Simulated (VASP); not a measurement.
# TiC (I4/mmm) in VASP: notebook

TiC is run at these levels: r2SCAN; tasks: single point.

Everything below comes from runs of VASP 6.6.1. Logs are shortened: lines on timing, memory, paths and dates and some standing lists are left out, and cuts for length are marked.

**1. The cell of the first run**

The structure is tetragonal, space group I4/mmm (No. 139). Conventional cell: a = 3.014 Å, b = 3.014 Å, c = 4.393 Å, α = 90.00°, β = 90.00°, γ = 90.00°. Within 2.8 Å of Ti (site symmetry 4/mmm) lie 6 C at 2.13 to 2.20 Å. C (site symmetry 4/mmm) has 6 Ti at 2.13 to 2.20 Å within 2.8 Å.

**2. Single point, r2SCAN (strain -0.015 along x and y, +0.015 along z)**

The input, POSCAR:

```
TiC
1.0
    0.0000000000      2.1315400000      2.1964600000
    2.1315400000      0.0000000000      2.1964600000
    2.1315400000      2.1315400000      0.0000000000
Ti C
1 1
Direct
    0.0000000000      0.0000000000      0.0000000000
    0.5000000000      0.5000000000      0.5000000000
```

The input, INCAR.step1:

```
ALGO = Normal ; EDIFF = 1E-4
ENCUT = 520 ; GGA = PE
ISMEAR = 0 ; LASPH = T
LCHARG = F ; LREAL = F
LWAVE = T ; NBANDS = 15
NELM = 100 ; PREC = Accurate
SIGMA = 0.15
```

The input, INCAR.step2:

```
ALGO = Normal ; EDIFF = 1E-6
ENCUT = 520 ; ISIF = 2
ISMEAR = 0 ; ISTART = 1
LASPH = T ; LCHARG = F
LMIXTAU = T ; LREAL = F
LWAVE = F ; METAGGA = R2SCAN
NBANDS = 15 ; NELM = 100
PREC = Accurate ; SIGMA = 0.15
```

The input, KPOINTS:

```
k-points
0
Gamma
  18 18 18
```

Potentials or basis: VASP PAW PBE potentials, release 64 (Ti_sv, C).

Started as:

```sh
$ cat potpaw_PBE.64/Ti_sv/POTCAR potpaw_PBE.64/C/POTCAR > POTCAR
$ cp INCAR.step1 INCAR
$ mpirun -np 1 vasp_std > vasp.out
$ cp INCAR.step2 INCAR
$ mpirun -np 1 vasp_std > vasp.out
```

OUTCAR:

```text
EDIFF = 1E-6
   ENCUT = 520
   ISIF = 2
   ISMEAR = 0
   ISTART = 1
   LASPH = T
   LREAL = F
   METAGGA = R2SCAN
   NELM = 100
   PREC = Accurate

 ion  position               nearest neighbor table
   1  0.000  0.000  0.000-   2 2.13   2 2.13   2 2.13   2 2.13   2 2.20   2 2.20
   2  0.500  0.500  0.500-   1 2.13   1 2.13   1 2.13   1 2.13   1 2.20   1 2.20

  LATTYP: Found a body centered tetragonal cell.
 ALAT       =     3.0144527767
 C/A-ratio  =     1.4572860567

  Lattice vectors:

 A1 = (  -2.1315400000,   0.0000000000,   2.1964600000)
 A2 = (   2.1315400000,   0.0000000000,   2.1964600000)
 A3 = (   0.0000000000,   2.1315400000,  -2.1964600000)

Analysis of symmetry for initial positions (statically):
=====================================================================
 Subroutine PRICEL returns:
 Original cell was already a primitive cell.

 Routine SETGRP: Setting up the symmetry group for a
 body centered tetragonal supercell.

 Subroutine GETGRP returns: Found 16 space group operations
 (whereof 16 operations were pure point group operations)
 out of a pool of 16 trial point group operations.

The static configuration has the point symmetry D_4h.

Analysis of symmetry for dynamics (positions and initial velocities):
=====================================================================
 Subroutine PRICEL returns:
 Original cell was already a primitive cell.

 Routine SETGRP: Setting up the symmetry group for a
 body centered tetragonal supercell.

 Subroutine GETGRP returns: Found 16 space group operations
 (whereof 16 operations were pure point group operations)
 out of a pool of 16 trial point group operations.

The dynamic configuration has the point symmetry D_4h.

 Subroutine INISYM returns: Found 16 space group operations
 (whereof 16 operations are pure point group operations),
 and found     1 'primitive' translations

----------------------------------------------------------------------------------------

                                     Primitive cell

  volume of cell :      19.9591

  direct lattice vectors                    reciprocal lattice vectors
     0.000000000  2.131540000  2.196460000    -0.234572187  0.234572187  0.227639019
     2.131540000  0.000000000  2.196460000     0.234572187 -0.234572187  0.227639019
     2.131540000  2.131540000  0.000000000     0.234572187  0.234572187 -0.227639019

  length of vectors
     3.060702420  3.060702420  3.014452777     0.402327907  0.402327907  0.402327907

  position of ions in fractional coordinates (direct lattice)
     0.000000000  0.000000000  0.000000000
[... 91 lines left out ...]
   EMIN   =  10.00;   EMAX   =-10.00  energy-range for DOS
   EFERMI =   0.00;   METHOD = LEGACY
   ISMEAR =     0;   SIGMA  =   0.15  broadening in eV -4-tet -1-fermi 0-gaus
   EFERMI_NEDOS =   21; number of points for ismear=-14 and -15
   IALGO  =     38    algorithm
   IMIX   =      4    mixing-type and parameters
     AMIX     =   0.40;   BMIX     =  1.00
     AMIX_MAG =   1.60;   BMIX_MAG =  1.00
  volume/ion in A,a.u.               =       9.98        67.35
  Fermi-wavevector in a.u.,A,eV,Ry     =   1.520786  2.873869 31.467414  2.312790
  Thomas-Fermi vector in A             =   2.629589
   LORBIT       =      0    0 simple, 1 ext, 2 COOP (PROOUT), +10 PAW based schemes
   METAGGA = R2SCAN    functional components
   LHFCALC =     F    Hartree Fock is set to
   AEXX    =    0.0000 exact exchange contribution
   IVDW    =     0    specifies the selected vdW correction
   LEPSILON=     F    determine dielectric tensor
   LRPA    =     F    only Hartree local field effects (RPA)
 non-spin polarized calculation
 Gauss-broadening in eV      SIGMA  =   0.15
  energy-cutoff  :      520.00
  volume of cell :       19.96
 maximum number of plane-waves:       552
   NGX = 11   NGY = 11   NGZ = 11

 number of electron      16.0000001 magnetization

 Free energy of the ion-electron system (eV)
  ---------------------------------------------------
  ext. energy  EPLUGINS =         0.00000000
  ---------------------------------------------------
  free energy    TOTEN  =       -24.84857086 eV

  energy without entropy =      -24.84564927  energy(sigma->0) =      -24.84711006

 E-fermi :   9.7090     XC(G=0): -13.6902

 val. band max:        9.6948136683   @ k =   0.1111   0.0000   0.1111
 cond. band min:       9.7248682800   @ k =   0.2778  -0.0000   0.2222
 fundamental gap:      0.0300546117
 Fermi energy:         9.7089596444

 k-point     1 :       0.0000    0.0000    0.0000
  band No.  band energies     occupation
      1     -49.2189      2.00000
      2     -24.2132      2.00000
      3     -24.1758      2.00000
      4     -24.1758      2.00000
      5      -3.5918      2.00000
      6      10.4090      0.00000
      7      10.6589      0.00000
      8      10.6589      0.00000
      9      11.3073      0.00000
     10      11.3264      0.00000
     11      11.4293      0.00000
     12      11.4293      0.00000
     13      11.5699      0.00000
     14      21.1882      0.00000
[... 401 lines left out ...]
      2     -24.4564      2.00000
      3     -24.2517      2.00000
      4     -24.1856      2.00000
      5      -2.2404      2.00000
      6       6.8509      2.00000
      7       7.7243      2.00000
      8       7.9384      2.00000
      9      11.4891      0.00000
     10      11.8065      0.00000
     11      12.9088      0.00000
     12      15.0086      0.00000
     13      16.4754      0.00000
     14      21.8985      0.00000
     15      24.8145      0.00000

 [... further k-points ...]

------------------------ aborting loop because EDIFF is reached ----------------------------------------

  FORCE on cell =-STRESS in cart. coord.  units (eV):
  Direction    XX          YY          ZZ          XY          YZ          ZX
  --------------------------------------------------------------------------------------
  -------------------------------------------------------------------------------------
  Total        1.2104018      1.2104018     -0.3424801      0.0000000     -0.0000000      0.0000000
  in kB       97.1627678     97.1627678    -27.4919563      0.0000000     -0.0000000      0.0000000
  external PRESSURE =      55.6111931 kB  Pullay stress =       0.0000000 kB

 VOLUME and BASIS-vectors are now :
 -----------------------------------------------------------------------------
  energy-cutoff  :      520.00
  volume of cell :       19.96
      direct lattice vectors                 reciprocal lattice vectors
     0.000000000  2.131540000  2.196460000    -0.234572187  0.234572187  0.227639019
     2.131540000  0.000000000  2.196460000     0.234572187 -0.234572187  0.227639019
     2.131540000  2.131540000  0.000000000     0.234572187  0.234572187 -0.227639019

 POSITION                                       TOTAL-FORCE (eV/Angst)
 -----------------------------------------------------------------------------------
      0.00000      0.00000      0.00000        -0.000000      0.000000      0.000000
      2.13154      2.13154      2.19646         0.000000     -0.000000     -0.000000
 -----------------------------------------------------------------------------------
    total drift:                                0.000000     -0.000000     -0.000000

  FREE ENERGIE OF THE ION-ELECTRON SYSTEM (eV)
  ---------------------------------------------------
  free  energy   TOTEN  =       -24.8485708552 eV

  energy  without entropy=      -24.8456492688  energy(sigma->0) =      -24.84711006
```

OUTCAR.step1:

```text
EDIFF = 1E-4
   ENCUT = 520
   GGA = PE
   ISMEAR = 0
   LASPH = T
[... 653 lines left out ...]
 -----------------------------------------------------------------------------------
      0.00000      0.00000      0.00000        -0.000000     -0.000000      0.000000
      2.13154      2.13154      2.19646         0.000000      0.000000      0.000000
 -----------------------------------------------------------------------------------
    total drift:                                0.000000     -0.000000     -0.000000

  FREE ENERGIE OF THE ION-ELECTRON SYSTEM (eV)
  ---------------------------------------------------
  free  energy   TOTEN  =       -18.6891430020 eV

  energy  without entropy=      -18.6857329574  energy(sigma->0) =      -18.68743798
```

OSZICAR.step1:

```text
N       E                     dE             d eps       ncg     rms          rms(c)
DAV:   1     0.118632440826E+03    0.11863E+03   -0.80019E+03 14439   0.128E+03
DAV:   2    -0.166466559450E+02   -0.13528E+03   -0.12685E+03 15366   0.336E+02
DAV:   3    -0.240036060452E+02   -0.73570E+01   -0.72375E+01 18692   0.774E+01
DAV:   4    -0.242445533755E+02   -0.24095E+00   -0.24071E+00 18237   0.129E+01
DAV:   5    -0.242505015266E+02   -0.59482E-02   -0.59464E-02 18648   0.180E+00    0.187E+01
DAV:   6    -0.192658181814E+02    0.49847E+01   -0.11682E+01 20544   0.564E+01    0.681E+00
DAV:   7    -0.187185158832E+02    0.54730E+00   -0.20698E+00 16873   0.204E+01    0.506E+00
DAV:   8    -0.186943930858E+02    0.24123E-01   -0.10591E-01 16574   0.364E+00    0.325E+00
DAV:   9    -0.186922948550E+02    0.20982E-02   -0.84609E-02 19479   0.383E+00    0.757E-01
DAV:  10    -0.186907529421E+02    0.15419E-02   -0.10688E-02 19480   0.139E+00    0.599E-01
DAV:  11    -0.186891967606E+02    0.15562E-02   -0.26674E-03 16717   0.731E-01    0.134E-01
DAV:  12    -0.186891430020E+02    0.53759E-04   -0.24691E-04 16780   0.154E-01
   1 F= -.18689143E+02 E0= -.18687438E+02  d E =-.341004E-02
```

It took 3.1 min on 1 thread of Intel Xeon 6975P-C (Granite Rapids), shared host; peak memory 0.26 GiB.

Results:

- Free energy: -24.8486 eV
- Pressure: 5.6 GPa
- Band gap on the k mesh: zero (bands 8 and 9 overlap by 1.53 eV)

Stress tensor (GPa, compression positive):
```
 9.72  0.00  0.00
 0.00  9.72  0.00
 0.00  0.00 -2.75
```

Caveat: the cell differs from its parent crystal (strain -0.015 along x and y, +0.015 along z); the stress differs along the axes, from -3 to 10 GPa; the PAW data sets were made with another functional, which shifts forces and pressure a little.

**3. Single point, r2SCAN (strain -0.015 along x and y, +0.030 along z)**

The input, POSCAR:

```
TiC
1.0
    0.0000000000      2.1315400000      2.2289200000
    2.1315400000      0.0000000000      2.2289200000
    2.1315400000      2.1315400000      0.0000000000
Ti C
1 1
Direct
    0.0000000000      0.0000000000      0.0000000000
    0.5000000000      0.5000000000      0.5000000000
```

The input, INCAR.step1:

```
ALGO = Normal
EDIFF = 1E-4
ENCUT = 520
GGA = PE
ISMEAR = 0
LASPH = T
LCHARG = F
LREAL = F
LWAVE = T
NBANDS = 15
NELM = 60
PREC = Accurate
SIGMA = 0.15
```

The input, INCAR.step2:

```
ALGO = Normal
EDIFF = 1E-7
ENCUT = 520
ISIF = 2
ISMEAR = 0
ISTART = 1
LASPH = T
LCHARG = F
LMIXTAU = T
LREAL = F
LWAVE = F
METAGGA = R2SCAN
NBANDS = 15
NELM = 60
PREC = Accurate
SIGMA = 0.15
```

KPOINTS is that of step 2.

Potentials or basis: VASP PAW PBE potentials, release 64 (Ti_sv, C).

Started as:

```sh
$ cat potpaw_PBE.64/Ti_sv/POTCAR potpaw_PBE.64/C/POTCAR > POTCAR
$ cp INCAR.step1 INCAR
$ mpirun -np 1 vasp_std > vasp.out
$ cp INCAR.step2 INCAR
$ mpirun -np 1 vasp_std > vasp.out
```

Wall time 3.4 min (1 thread of Intel Xeon 6975P-C (Granite Rapids), shared host); peak memory 0.26 GiB.

The run converged. Its results:

```yaml
Free_energy: -24.8376 eV
Pressure: 2.1 GPa
Band_gap_on_the_k_mesh: zero (bands 8 and 9 overlap by 1.61 eV)
```

Stress tensor (GPa, compression positive):
```
 7.72  0.00  0.00
 0.00  7.72  0.00
 0.00  0.00 -9.26
```

Levels at points of the mesh, in eV from the Fermi level:
```csv
k point,band 5,band 6,band 7,band 8,band 9,band 10,band 11,band 12
"(0.00, 0.00, 0.00)",-13.23,0.62,0.98,0.98,1.51,1.55,1.72,1.72
"(0.50, 0.00, 0.00)",-9.70,-6.12,-3.20,-3.13,3.07,3.24,4.42,8.19
"(0.50, 0.50, 0.00)",-11.03,-4.01,-1.50,0.08,0.08,2.73,3.75,3.75
"(0.50, 0.00, 0.50)",-10.94,-3.53,-1.54,-0.26,-0.26,2.73,3.63,3.94
```

Caveat: the cell differs from its parent crystal (strain -0.015 along x and y, +0.030 along z); the stress differs along the axes, from -9 to 8 GPa; the PAW data sets were made with another functional, which shifts forces and pressure a little.

[end of part 1 of 3]

The gap in the log of VASP goes by the Fermi energy; the results here count the filled bands.